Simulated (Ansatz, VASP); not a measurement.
# Ge: VASP beside Ansatz

```
CELL_PARAMETERS angstrom
4.09333 0.00000 0.00000
-2.04667 3.54493 0.00000
0.00000 0.00000 13.15801
ATOMIC_POSITIONS crystal
Ge 0.00000 0.00000 0.41802
Ge 0.00000 0.00000 0.58198
Ge 0.00000 0.00000 0.91802
Ge 0.00000 0.00000 0.08198
Ge 0.33333 0.66667 0.34420
Ge 0.66667 0.33333 0.65580
Ge 0.66667 0.33333 0.84420
Ge 0.33333 0.66667 0.15580
```

Alike in both runs: task single point; functional PBE; k mesh 15 × 15 × 4; occupations gaussian, width 0.15 eV; no spin polarisation.

|  | VASP | Ansatz |
| --- | --- | --- |
| version | VASP 6.6.1 | Ansatz 0.2.0 |
| potentials or method | VASP PAW PBE potentials, release 64 (Ge_d), cutoff 520 eV | scalar-relativistic, plane waves, PAW |
| valence electrons in the cell | 112 | 112 |

Ansatz gave:

* gap on the k mesh at the Fermi level (eV): none
* pressure (GPa): 2.4
* traceless stress, the component that is largest in VASP (GPa): 10.31
* rms of the force components (eV/Å): 1.885

Problem. Estimate VASP's values.

Solution. gap on the k mesh at the Fermi level (eV): none; pressure (GPa): 2.4; traceless stress, the component that is largest in VASP (GPa): 10.28; rms of the force components (eV/Å): 1.882.

Atom by atom the forces differ by 0.003 eV/Å (rms over components). A gap of «none» marks a metal or a gap that the smearing closes.
